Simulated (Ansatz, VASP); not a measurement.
Be: VASP beside Ansatz

File INCAR:

```
SYSTEM = Be
ALGO     = Normal         ! electronic algorithm
EDIFF    = 1E-6           ! SCF threshold, eV
ENCUT    = 520            ! plane-wave cutoff, eV
GGA      = PE             ! functional
ISIF     = 2              ! what is computed and relaxed
ISMEAR   = -1             ! smearing method
LASPH    = .TRUE.         ! aspherical terms in the spheres
LCHARG   = .TRUE.         ! write CHGCAR
LELF     = .TRUE.         ! ELF
LREAL    = .FALSE.        ! projectors in reciprocal space
LVHAR    = .TRUE.       
LWAVE    = .FALSE.        ! write WAVECAR
NBANDS   = 9              ! bands
NELM     = 80             ! most SCF steps
PREC     = Accurate       ! precision mode
SIGMA    = 0.1            ! smearing width, eV
```

File KPOINTS:

```
k-points
0
G
  15 15 15
  0 0 0
```

Contents of POSCAR:

```
Be
1.0
    0.0000000000      2.0424627382      2.0424627382
    2.0424627382      0.0000000000      2.0424627382
    2.0424627382      2.0424627382      0.0000000000
Be
2
Direct
   -0.1250000000     -0.1250000000     -0.1250000000
    0.1250000000      0.1250000000      0.1250000000
```

Input for Ansatz:

```yaml
crystal:
  lattice:
    - [0.0, 2.0424627382, 2.0424627382]
    - [2.0424627382, 0.0, 2.0424627382]
    - [2.0424627382, 2.0424627382, 0.0]
  atoms:
    - { symbol: Be, position: [-0.125, -0.125, -0.125] }
    - { symbol: Be, position: [0.125, 0.125, 0.125] }
kpoints:
  mp_grid: { grid: [15, 15, 15] }
scf:
  occupations: { method: fermi_dirac, width: 0.1 }
hamiltonian:
  xc: pbe
  pseudopotentials: { kind: nc }
output:
  forces: true
  stress: true
  eigenvalues: true
```

Change from the starting cell: volume scaled by 0.58, norm-conserving files.

Alike in both runs: task single point; functional PBE; k mesh 15 × 15 × 15; occupations fermi-dirac, width 0.1 eV; no spin polarisation.

|  | VASP | Ansatz |
| --- | --- | --- |
| version | VASP 6.6.1 | Ansatz 0.2.0 |
| potentials or method | VASP PAW PBE potentials, release 64 (Be) | norm-conserving pseudopotentials, scalar-relativistic |
| plane-wave cutoff (eV) | 520 | 1800 |
| valence electrons in the cell | 4 | 8 |

|  | VASP | Ansatz | Ansatz less VASP |
| --- | --- | --- | --- |
| pressure (GPa) | 59.6 | 59.6 | +0.04 |

Both programs put the cell under a high pressure, so it lies far from rest at this level. VASP's potentials hold 4 valence electrons a cell and Ansatz's 8, so a difference there can come from the potentials and not from the codes.
